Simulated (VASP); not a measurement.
KCl: electric field gradients with PBEsol

KCl:

```xyz
2
Lattice="0.0316 3.1719 3.1719 3.1719 0.0316 3.1719 3.1719 3.1719 0.0316" Properties=species:S:1:pos:R:3 pbc="T T T"
K     0.0000    0.0000    0.0000
Cl    3.1877    3.1877    3.1877
```

This cell differs from its parent crystal: equal xy, yz and zx shear strains of +1 %.

```yaml
Program: VASP 6.6.1
Task: electric field gradients
Functional: PBEsol
Potentials_or_basis: VASP PAW PBE potentials, release 64 (K_sv, Cl)
Cutoff: 520 eV
k_mesh: 7 × 7 × 7
Occupations: fermi-dirac, width 0.03 eV
Spin: no spin polarisation
Dipole_correction: no
Further_INCAR_settings: ALGO = Normal; EDIFF = 1e-08; NBANDS = 15
```

The pressure is -0.5 GPa and the band gap on the k mesh is 4.98 eV. The largest electric field gradient by atom is K -1.1; Cl +1.4 V/Å².

Stress tensor (GPa, compression positive):
```
-0.52 -0.07 -0.07
-0.07 -0.52 -0.07
-0.07 -0.07 -0.52
```

Levels at points of the mesh, in eV from the valence-band top:
```tsv
k point	band 6	band 7	band 8	band 9	band 10	band 11
(0.00, 0.00, 0.00)	-0.03	0.00	0.00	4.98	8.20	8.32
```

Electric field gradients, principal values (V/Å²):
```tsv
atom	least	middle	greatest (by size)
1 K	0.550	0.550	-1.100
2 Cl	-0.688	-0.688	1.376
```

It took 88 s on 1 thread of Intel Xeon 8259CL (shared host), peak memory 0.22 GiB.

Caveat: the cell differs from its parent crystal (equal xy, yz and zx shear strains of +1 %); without QUAD_EFG the Cq values of the log hold for a quadrupole moment of 1 mb, not for the nuclei; the PAW data sets were made with another functional, which shifts forces and pressure a little; an odd mesh through Γ misses points on the zone boundary, where band edges can lie.
